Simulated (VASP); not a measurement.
# CoSi (CsCl type): single point with PBE

CoSi (CsCl type):

```
CELL_PARAMETERS angstrom
2.59976 0.00000 0.00000
0.00000 2.59976 0.00000
0.00000 0.00000 2.59976
ATOMIC_POSITIONS crystal
Co 0.00000 0.00000 0.00000
Si 0.50000 0.50000 0.50000
```

* Program: VASP 6.6.1
* Task: single point
* Functional: PBE
* Potentials or basis: VASP PAW PBE potentials, release 64 (Co, Si)
* Cutoff: 520 eV
* k mesh: 15 × 15 × 15
* Occupations: fermi-dirac, width 0.08 eV
* Spin: no spin polarisation

```json
{
  "Pressure": "68.2 GPa"
}
```

Levels at points of the mesh, in eV from the Fermi level:
| k point | band 2 | band 3 | band 4 | band 5 | band 6 | band 7 | band 8 | band 9 | band 10 | band 11 |
| --- | --- | --- | --- | --- | --- | --- | --- | --- | --- | --- |
| (0.00, 0.00, 0.00) | -5.10 | -5.10 | -1.68 | -1.68 | -1.68 | 3.67 | 3.67 | 3.67 | 8.15 | 8.15 |

It took 16 s on 1 thread of AMD EPYC 7R13 Processor (Zen 3), with other jobs on the host, peak memory 0.11 GiB.

Spin polarisation is off, so any magnetic state and its effect on volume and gap are missing.
